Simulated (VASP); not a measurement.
# ZrB2 (P6/mmm) in VASP: further runs, part 2 of 2

VASP 6.6.1.

### 4 Single point, LDA

This run uses another cell than the first one, of 10.18 Å³/atom, 1.020 times its volume.

Input file INCAR:

```
SYSTEM = ZrB2
ALGO = Normal ; EDIFF = 1E-6
ENCUT = 520 ; GGA = CA
ISIF = 2 ; ISMEAR = -1
LASPH = .TRUE. ; LCHARG = .FALSE.
LREAL = .FALSE. ; LWAVE = .FALSE.
NBANDS = 16 ; NELM = 80
PREC = Accurate ; SIGMA = 0.05
```

Input file KPOINTS:

```
k-points
0
G
  12 12 9
  0 0 0
```

Input file POSCAR:

```
ZrB2
1.0
    3.1649998255      0.0000000000      0.0000000000
   -1.5824999128      2.7409702519      0.0000000000
    0.0000000000      0.0000000000      3.5200000000
Zr B
1 2
Direct
    0.0000000000      0.0000000000      0.0000000000
    0.3333333333      0.6666666667      0.5000000000
    0.6666666667      0.3333333333      0.5000000000
```

Potentials or basis: VASP PAW LDA potentials, release 64 (Zr_sv, B).

Started as:

```console
> cat potpaw_LDA.64/Zr_sv/POTCAR potpaw_LDA.64/B/POTCAR > POTCAR
> mpirun -np 1 vasp_std > vasp.out
```

OUTCAR:

```text
SYSTEM = ZrB2
   EDIFF = 1E-6
   ENCUT = 520
   GGA = CA
   ISIF = 2
   ISMEAR = -1
   LASPH = .TRUE.
   LREAL = .FALSE.
   NELM = 80
   PREC = Accurate

 ion  position               nearest neighbor table
   1  0.000  0.000  0.000-   2 2.54   3 2.54   2 2.54   3 2.54   3 2.54   3 2.54   2 2.54   2 2.54
                             3 2.54   3 2.54   2 2.54   2 2.54
   2  0.333  0.667  0.500-   3 1.83   3 1.83   3 1.83   1 2.54   1 2.54   1 2.54   1 2.54   1 2.54
                             1 2.54
   3  0.667  0.333  0.500-   2 1.83   2 1.83   2 1.83   1 2.54   1 2.54   1 2.54   1 2.54   1 2.54
                             1 2.54

  LATTYP: Found a hexagonal cell.
 ALAT       =     3.1649998255
 C/A-ratio  =     1.1121643583

  Lattice vectors:

 A1 = (   3.1649998255,   0.0000000000,   0.0000000000)
 A2 = (  -1.5824999128,   2.7409702519,   0.0000000000)
 A3 = (   0.0000000000,   0.0000000000,   3.5200000000)

Analysis of symmetry for initial positions (statically):
=====================================================================
 Subroutine PRICEL returns:
 Original cell was already a primitive cell.

 Routine SETGRP: Setting up the symmetry group for a
 hexagonal supercell.

[... 172 lines left out ...]
 fundamental gap:      0.1591382797
 Fermi energy:        10.6086600035

 k-point     1 :       0.0000    0.0000    0.0000
  band No.  band energies     occupation
      1     -37.7847      2.00000
      2     -16.1319      2.00000
      3     -15.5595      2.00000
      4     -15.5595      2.00000
      5      -2.0519      2.00000
      6       7.8858      2.00000
[... 433 lines left out ...]
      3     -16.0365      2.00000
      4     -15.7220      2.00000
      5       0.0028      2.00000
      6       4.1452      2.00000
[... 8 lines left out ...]
     15      18.2490      0.00000
     16      21.1889      0.00000

 [... further k-points ...]

------------------------ aborting loop because EDIFF is reached ----------------------------------------

  FORCE on cell =-STRESS in cart. coord.  units (eV):
  Direction    XX          YY          ZZ          XY          YZ          ZX
  --------------------------------------------------------------------------------------
  -------------------------------------------------------------------------------------
  Total       -1.3806332     -1.3806332     -1.1372282      0.0000000     -0.0000000      0.0000000
  in kB      -72.4382970    -72.4382970    -59.6674549      0.0000000     -0.0000000      0.0000000
  external PRESSURE =     -68.1813497 kB  Pullay stress =       0.0000000 kB

 VOLUME and BASIS-vectors are now :
 -----------------------------------------------------------------------------
  energy-cutoff  :      520.00
  volume of cell :       30.54
      direct lattice vectors                 reciprocal lattice vectors
     3.164999825  0.000000000  0.000000000     0.315955784  0.182417157  0.000000000
    -1.582499913  2.740970252  0.000000000     0.000000000  0.364834313  0.000000000
     0.000000000  0.000000000  3.520000000     0.000000000  0.000000000  0.284090909

 POSITION                                       TOTAL-FORCE (eV/Angst)
 -----------------------------------------------------------------------------------
      0.00000      0.00000      0.00000        -0.000000      0.000000      0.000000
     -0.00000      1.82731      1.76000         0.000000      0.000000      0.000000
      1.58250      0.91366      1.76000         0.000000     -0.000000     -0.000000
 -----------------------------------------------------------------------------------
    total drift:                               -0.000000      0.000000     -0.000000

  FREE ENERGIE OF THE ION-ELECTRON SYSTEM (eV)
  ---------------------------------------------------
  free  energy   TOTEN  =       -27.4682133337 eV

  energy  without entropy=      -27.4662476238  energy(sigma->0) =      -27.46723048
```

OSZICAR:

```text
N       E                     dE             d eps       ncg     rms          rms(c)
DAV:   1     0.998377591139E+02    0.99838E+02   -0.95682E+03  3040   0.112E+03
DAV:   2    -0.261504977228E+02   -0.12599E+03   -0.12098E+03  4000   0.292E+02
DAV:   3    -0.301966105640E+02   -0.40461E+01   -0.40297E+01  4624   0.453E+01
DAV:   4    -0.302534944425E+02   -0.56884E-01   -0.56872E-01  3704   0.495E+00
DAV:   5    -0.302547809131E+02   -0.12865E-02   -0.12865E-02  4552   0.485E-01    0.219E+01
DAV:   6    -0.275238164669E+02    0.27310E+01   -0.61314E+00  3960   0.164E+01    0.876E+00
DAV:   7    -0.274732721198E+02    0.50544E-01   -0.62444E-01  4152   0.486E+00    0.334E+00
DAV:   8    -0.274731277126E+02    0.14441E-03   -0.10518E-01  3696   0.259E+00    0.391E-01
DAV:   9    -0.274685179964E+02    0.46097E-02   -0.21496E-02  3776   0.110E+00    0.183E-01
DAV:  10    -0.274682088327E+02    0.30916E-03   -0.15899E-03  3640   0.360E-01    0.419E-02
DAV:  11    -0.274682147038E+02   -0.58711E-05   -0.56055E-05  3984   0.701E-02    0.107E-02
DAV:  12    -0.274682135782E+02    0.11255E-05   -0.28665E-06  3480   0.149E-02    0.620E-03
DAV:  13    -0.274682133337E+02    0.24451E-06   -0.39467E-07  1976   0.591E-03
   1 F= -.27468213E+02 E0= -.27467230E+02  d E =-.196571E-02
```

Wall time 13 s (1 thread of Intel Xeon 6975P-C (Granite Rapids), shared host); peak memory 0.16 GiB.

What came out:

```yaml
Free_energy: -27.4682 eV
Pressure: -6.8 GPa
Band_gap_on_the_k_mesh: zero (band 9 reaches 11.28 eV, above the bottom of band 10 at 10.01 eV)
```

### 5 Single point, LDA (volume scaled by 1.01)

Input file INCAR:

```
PREC = Accurate
ENCUT = 520
EDIFF = 1E-6
ISMEAR = -1
SIGMA = 0.05
LREAL = False
LASPH = True
NELM = 100
ALGO = Normal
ISIF = 2
LWAVE = False
LCHARG = False
NBANDS = 16
```

Input file KPOINTS:

```
regular mesh
0
Gamma
  12 12 9
```

Input file POSCAR:

```
ZrB2
1.0
    3.1755148523      0.0000000000      0.0000000000
   -1.5877574262      2.7500765323      0.0000000000
    0.0000000000      0.0000000000      3.5316944381
Zr B
1 2
Direct
    0.0000000000      0.0000000000      0.0000000000
    0.3333333333      0.6666666667      0.5000000000
    0.6666666667      0.3333333333      0.5000000000
```

Potentials or basis: VASP PAW LDA potentials, release 64 (Zr_sv, B).

Started as:

```console
> cat potpaw_LDA.64/Zr_sv/POTCAR potpaw_LDA.64/B/POTCAR > POTCAR
> mpirun -np 1 vasp_std > vasp.out
```

OUTCAR:

```text
PREC = Accurate
   ENCUT = 520
   EDIFF = 1E-6
   ISMEAR = -1
   LREAL = False
   LASPH = True
   NELM = 100
   ISIF = 2

 ion  position               nearest neighbor table
   1  0.000  0.000  0.000-   2 2.55   3 2.55   2 2.55   3 2.55   3 2.55   3 2.55   2 2.55   2 2.55
                             3 2.55   3 2.55   2 2.55   2 2.55
   2  0.333  0.667  0.500-   3 1.83   3 1.83   3 1.83   1 2.55   1 2.55   1 2.55   1 2.55   1 2.55
                             1 2.55
   3  0.667  0.333  0.500-   2 1.83   2 1.83   2 1.83   1 2.55   1 2.55   1 2.55   1 2.55   1 2.55
                             1 2.55

  LATTYP: Found a hexagonal cell.
 ALAT       =     3.1755148523
 C/A-ratio  =     1.1121643583

  Lattice vectors:

 A1 = (   3.1755148523,   0.0000000000,   0.0000000000)
 A2 = (  -1.5877574262,   2.7500765323,   0.0000000000)
 A3 = (   0.0000000000,   0.0000000000,   3.5316944381)

Analysis of symmetry for initial positions (statically):
=====================================================================
 Subroutine PRICEL returns:
 Original cell was already a primitive cell.

 Routine SETGRP: Setting up the symmetry group for a
 hexagonal supercell.

 Subroutine GETGRP returns: Found 24 space group operations
[... 171 lines left out ...]
 fundamental gap:      0.1576525868
 Fermi energy:        10.4964220613

 k-point     1 :       0.0000    0.0000    0.0000
  band No.  band energies     occupation
      1     -37.9283      2.00000
      2     -16.2695      2.00000
      3     -15.7122      2.00000
      4     -15.7122      2.00000
      5      -2.1184      2.00000
      6       7.7937      2.00000
[... 433 lines left out ...]
      3     -16.1775      2.00000
      4     -15.8695      2.00000
      5      -0.0785      2.00000
      6       4.0576      2.00000
[... 8 lines left out ...]
     15      18.0448      0.00000
     16      20.9558      0.00000

 [... further k-points ...]

------------------------ aborting loop because EDIFF is reached ----------------------------------------

  FORCE on cell =-STRESS in cart. coord.  units (eV):
  Direction    XX          YY          ZZ          XY          YZ          ZX
  --------------------------------------------------------------------------------------
  -------------------------------------------------------------------------------------
  Total       -1.8456240     -1.8456240     -1.5657865      0.0000000      0.0000000      0.0000000
  in kB      -95.8764083    -95.8764083    -81.3394197      0.0000000      0.0000000      0.0000000
  external PRESSURE =     -91.0307454 kB  Pullay stress =       0.0000000 kB

 VOLUME and BASIS-vectors are now :
 -----------------------------------------------------------------------------
  energy-cutoff  :      520.00
  volume of cell :       30.84
      direct lattice vectors                 reciprocal lattice vectors
     3.175514852  0.000000000  0.000000000     0.314909565  0.181813122  0.000000000
    -1.587757426  2.750076532  0.000000000     0.000000000  0.363626244  0.000000000
     0.000000000  0.000000000  3.531694438     0.000000000  0.000000000  0.283150204

 POSITION                                       TOTAL-FORCE (eV/Angst)
 -----------------------------------------------------------------------------------
      0.00000      0.00000      0.00000         0.000000      0.000000      0.000000
     -0.00000      1.83338      1.76585        -0.000000      0.000000      0.000000
      1.58776      0.91669      1.76585         0.000000      0.000000      0.000000
 -----------------------------------------------------------------------------------
    total drift:                               -0.000000      0.000000      0.000000

  FREE ENERGIE OF THE ION-ELECTRON SYSTEM (eV)
  ---------------------------------------------------
  free  energy   TOTEN  =       -27.4532254117 eV

  energy  without entropy=      -27.4512320654  energy(sigma->0) =      -27.45222874
```

OSZICAR:

```text
N       E                     dE             d eps       ncg     rms          rms(c)
DAV:   1     0.101405060279E+03    0.10141E+03   -0.96191E+03  3040   0.112E+03
DAV:   2    -0.259720688759E+02   -0.12738E+03   -0.12203E+03  3960   0.289E+02
DAV:   3    -0.301425300515E+02   -0.41705E+01   -0.41546E+01  4616   0.456E+01
DAV:   4    -0.302217193442E+02   -0.79189E-01   -0.79175E-01  3712   0.560E+00
DAV:   5    -0.302234526840E+02   -0.17333E-02   -0.17333E-02  4584   0.591E-01    0.215E+01
DAV:   6    -0.275082803995E+02    0.27152E+01   -0.61465E+00  3944   0.163E+01    0.855E+00
DAV:   7    -0.274585353870E+02    0.49745E-01   -0.60955E-01  4152   0.479E+00    0.327E+00
DAV:   8    -0.274579519718E+02    0.58342E-03   -0.10194E-01  3680   0.254E+00    0.387E-01
DAV:   9    -0.274535196084E+02    0.44324E-02   -0.20843E-02  3784   0.108E+00    0.181E-01
DAV:  10    -0.274532207789E+02    0.29883E-03   -0.15831E-03  3632   0.358E-01    0.411E-02
DAV:  11    -0.274532267990E+02   -0.60201E-05   -0.54606E-05  3976   0.693E-02    0.103E-02
DAV:  12    -0.274532256513E+02    0.11477E-05   -0.28462E-06  3480   0.147E-02    0.616E-03
DAV:  13    -0.274532254117E+02    0.23962E-06   -0.37975E-07  1952   0.580E-03
   1 F= -.27453225E+02 E0= -.27452229E+02  d E =-.199335E-02
```

stdout:

```text
POSCAR found type information on POSCAR ZrB
 POSCAR found :  2 types and       3 ions
 scaLAPACK will be used
 LDA part: xc-table for (Slater(with rela. corr.)+CA(PZ))
 , standard interpolation
 POSCAR, INCAR and KPOINTS ok, starting setup
 FFT: planning ... GRIDC
 FFT: planning ... GRID_SOFT
 FFT: planning ... GRID
 WAVECAR not read
 entering main loop
```

Run time: 16 s. Hardware: 1 thread of Intel Xeon 6975P-C (Granite Rapids), shared host; peak memory 0.16 GiB.

What came out:

```
Free energy            : -27.4532 eV
Pressure               : -9.1 GPa
Band gap on the k mesh : zero (band 9 reaches 11.16 eV, above the bottom of band 10 at 9.90 eV)
```

Stress tensor (GPa, compression positive):
```
-9.59  0.00  0.00
 0.00 -9.59  0.00
 0.00  0.00 -8.13
```

Caveat: the cell differs from its parent crystal (volume scaled by 1.01).

### 6 Summary

```csv
cell,gap on the mesh (eV),pressure (GPa)
"a = 3.144, b = 3.144, c = 3.496 Å, angles 90.0, 90.0, 120.0°, 3 atoms",none,-1.9
"a = 3.154, b = 3.154, c = 3.508 Å, angles 90.0, 90.0, 120.0°, 3 atoms",none,-4.4
"a = 3.165, b = 3.165, c = 3.520 Å, angles 90.0, 90.0, 120.0°, 3 atoms",none,-6.8
"a = 3.176, b = 3.176, c = 3.532 Å, angles 90.0, 90.0, 120.0°, 3 atoms",none,-9.1
```

Alike in all rows: task single point; level LDA; potentials or basis VASP PAW LDA potentials, release 64 (Zr_sv, B); no spin polarisation; k mesh 12 × 12 × 9; cutoff (eV) 520; smearing fermi-dirac 0.05 eV.

Absolute energies hang on the potentials; compare differences alone.
